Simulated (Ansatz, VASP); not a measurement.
**Two plane-wave programs on Na**

File INCAR:

```
ALGO = Normal
EDIFF = 1E-8
ENCUT = 520
ISIF = 2
ISMEAR = -1
LASPH = True
LCHARG = False
LEFG = True
LREAL = False
LWAVE = False
NBANDS = 14
NELM = 80
PREC = Accurate
SIGMA = 0.05
```

The input KPOINTS:

```
k-points
0
Gamma
  11 11 6
```

File POSCAR:

```
Na
1.0
    3.7670009976      0.0000000000      0.0000000000
   -1.8835004988      3.2623185600      0.0000000000
    0.0000000000      0.0000000000      6.1540000000
Na
2
Direct
    0.3333333333      0.6666666667      0.2500000000
    0.6666666667      0.3333333333      0.7500000000
```

Input for Ansatz:

```yaml
crystal:
  lattice:
    - [3.7670009976, 0.0, 0.0]
    - [-1.8835004988, 3.26231856, 0.0]
    - [0.0, 0.0, 6.154]
  atoms:
    - { symbol: Na, position: [0.3333333333, 0.6666666667, 0.25] }
    - { symbol: Na, position: [0.6666666667, 0.3333333333, 0.75] }
kpoints:
  mp_grid: { grid: [11, 11, 6] }
  band_path:
    path:
      - [0.0, 0.0, 0.0]
      - [0.5, 0.0, 0.0]
      - [0.3333333333, 0.3333333333, 0.0]
      - [0.0, 0.0, 0.0]
      - [0.0, 0.0, 0.5]
      - [0.5, 0.0, 0.5]
      - [0.3333333333, 0.3333333333, 0.5]
      - [0.0, 0.0, 0.5]
      - [0.5, 0.0, 0.5]
    npoints: 14
scf:
  occupations: { method: fermi_dirac, width: 0.05 }
hamiltonian:
  xc: lda
  pseudopotentials: { kind: paw }
output:
  forces: true
  stress: true
  eigenvalues: true
  efg: { contact_densities: true }
  populations: true
  bader: true
  dos: { projected: true, de: 0.2, e_range: [-14, 8] }
  write_density: true
  write_potential: true
  elf: true
  volumetric_format: npy
```

Alike in both runs: task electric field gradients; functional LDA; k mesh 11 × 11 × 6; occupations fermi-dirac, width 0.05 eV; no spin polarisation.

|  | VASP | Ansatz |
| --- | --- | --- |
| version | VASP 6.6.1 | Ansatz 0.2.0 |
| potentials or method | VASP PAW LDA potentials, release 64 (Na_pv) | PAW with Ansatz's default frozen-core files, scalar-relativistic |
| plane-wave cutoff (eV) | 520 | 420 |
| valence electrons in the cell | 14 | 18 |

|  | VASP | Ansatz | Ansatz less VASP |
| --- | --- | --- | --- |
| pressure (GPa) | -0.9 | -0.9 | +0.01 |
| traceless stress, the component that is largest in VASP (GPa) | 0.18 | 0.18 | -0.001 |
| size of Vzz on the site where it differs most (V/Å²) | 0.5 | 0.5 | -0.05 |

LDA's correlation is that of Perdew and Zunger in VASP and of Perdew and Wang (1992) in Ansatz. VASP's potentials hold 14 valence electrons a cell and Ansatz's 18, so a difference there can come from the potentials and not from the codes.
